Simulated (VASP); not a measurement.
GaAs (pbe), 2 atoms in the cell. Symmetry: F-43m, No. 216, cubic system. The conventional cell has a = 5.746 Å, b = 5.746 Å, c = 5.746 Å, α = 90.00°, β = 90.00°, γ = 90.00°. Ga (site symmetry -43m) has 4 As at 2.49 Å within 3.3 Å. Within 3.3 Å of As (site symmetry -43m) lie 4 Ga at 2.49 Å. 

- Program: VASP 6.6.1
- Task: single point
- Functional: PBE
- Potentials or basis: VASP PAW PBE potentials, release 64 (Ga_d, As)
- Cutoff: 500 eV
- k mesh: 12 × 12 × 12
- Occupations: gaussian, width 0.02 eV
- Spin: no spin polarisation
- Dipole correction: no
- Further INCAR settings: ALGO = Normal; EDIFF = 1e-06; NBANDS = 16

Potentials or basis: VASP PAW PBE potentials, release 64 (Ga_d, As).

The run is started by

```sh
$ cat potpaw_PBE.64/Ga_d/POTCAR potpaw_PBE.64/As/POTCAR > POTCAR
$ mpirun -np 1 vasp_std > vasp.out
```

Hardware: 1 thread of AMD EPYC 7R43 64-Core Processor (Zen 3), on a shared host.

Problem. Estimate the wall time of this run.

Solution. Wall time 46 s on 1 thread of AMD EPYC 7R43 64-Core Processor (Zen 3), on a shared host, peak memory 0.17 GiB. Counts: scf iterations 12, k points 72.
